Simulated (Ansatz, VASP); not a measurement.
**InSe2: VASP beside Ansatz**

```xyz
3
Lattice="4.7680 0.0000 0.0000 -2.3840 4.1292 0.0000 0.0000 0.0000 3.9177" Properties=species:S:1:pos:R:3 pbc="T T T"
In    0.0000    0.0000    0.0000
Se    0.0000    2.7528    1.9588
Se    2.3840    1.3764    1.9588
```

Alike in both runs: task relaxation of cell and atoms; functional PBE; k mesh 12 × 12 × 12; occupations gaussian, width 0.1 eV; no spin polarisation.

|  | VASP | Ansatz |
| --- | --- | --- |
| version | VASP 6.6.1 | Ansatz 0.2.0 |
| potentials or method | VASP PAW PBE potentials, release 64 (In_d, Se), cutoff 600 eV | scalar-relativistic, plane waves, PAW |
| valence electrons in the cell | 25 | 45 |

```tsv
	VASP	Ansatz	Ansatz less VASP
gap on the k mesh at the Fermi level, each at its own relaxed structure (eV)	none	none	-
relaxed volume (Å³/atom)	25.71	25.71	0.000
relaxed cell length with the largest relative difference (Å)	4.768	4.768	0.0000
```

A gap of «none» marks a metal or a gap that the smearing closes. VASP's potentials hold 25 valence electrons a cell and Ansatz's 45, so a difference there can come from the potentials and not from the codes.

Noted on VASP's run: the relaxation stopped at its first step, so nothing moved.
